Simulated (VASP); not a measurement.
# MgO: single point with r2SCAN

Crystal: MgO.

```
CELL_PARAMETERS angstrom
0.00000 2.10211 2.22824
2.10211 0.00000 2.22824
2.10211 2.10211 0.00000
ATOMIC_POSITIONS crystal
Mg 0.00000 0.00000 0.00000
O 0.50000 0.50000 0.50000
```

This cell differs from its parent crystal: strain +0.0600 x Voigt [0, 0, 1, 0, 0, 0].

```json
{"Program": "VASP 6.6.1", "Task": "single point", "Functional": "r2SCAN", "Potentials or basis": "VASP PAW PBE potentials, release 64 (Mg, O)", "Cutoff": "520 eV", "k mesh": "10 × 10 × 10", "Occupations": "gaussian, width 0.05 eV", "Spin": "no spin polarisation"}
```

```
Pressure               : -8.7 GPa
Band gap on the k mesh : 4.99 eV, direct
```

Stress tensor (GPa, compression positive):
```
 -6.14   0.00   0.00
  0.00  -6.14   0.00
  0.00   0.00 -13.95
```

Levels at points of the mesh, in eV from the valence-band top:
| k point | band 2 | band 3 | band 4 | band 5 | band 6 | band 7 |
| --- | --- | --- | --- | --- | --- | --- |
| (0.00, 0.00, 0.00) | -0.12 | -0.12 | 0.00 | 4.99 | 16.08 | 16.69 |
| (0.50, 0.00, 0.00) | -4.45 | -0.76 | -0.64 | 8.36 | 13.08 | 16.25 |
| (0.50, 0.50, 0.00) | -4.07 | -1.22 | -1.22 | 10.29 | 10.50 | 13.12 |
| (0.50, 0.00, 0.50) | -3.90 | -1.64 | -1.26 | 9.71 | 10.40 | 13.89 |

It took 120 s on 1 thread of AMD EPYC 7R13 Processor (Zen 3), on a shared host, peak memory 0.13 GiB.

Caveat: the cell differs from its parent crystal (strain +0.0600 x Voigt [0, 0, 1, 0, 0, 0]); the PAW data sets were made with another functional, which shifts forces and pressure a little.
